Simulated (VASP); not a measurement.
Cr, 1 atom in the cell. The structure is cubic, space group Im-3m (No. 229). The conventional cell has a = 2.850 Å, b = 2.850 Å, c = 2.850 Å, α = 90.00°, β = 90.00°, γ = 90.00°. Within 3.3 Å of Cr (site symmetry m-3m) lie 14 Cr at 2.47 to 2.85 Å. 

```yaml
Program: VASP 6.6.1
Task: single point
Functional: PBE
Potentials_or_basis: VASP PAW PBE potentials, release 64 (Cr_pv)
Cutoff: 500 eV
k_mesh: 10 × 10 × 10
Occupations: gaussian, width 0.1 eV
Spin: no spin polarisation
Dipole_correction: no
Further_INCAR_settings: ALGO = Normal; EDIFF = 1e-06; NBANDS = 12
```

Potentials or basis: VASP PAW PBE potentials, release 64 (Cr_pv).

Launch:

```console
$ cat potpaw_PBE.64/Cr_pv/POTCAR > POTCAR
$ mpirun -np 1 vasp_std > vasp.out
```

Hardware: 1 thread of Intel(R) Xeon(R) 6975P-C (Granite Rapids), on a shared host.

Question: How long does it take, and how much memory?

Answer: Run time: 4.6 s on 1 thread of Intel(R) Xeon(R) 6975P-C (Granite Rapids) (shared host), peak memory 0.12 GiB. Counts: scf iterations 12, k points 47.
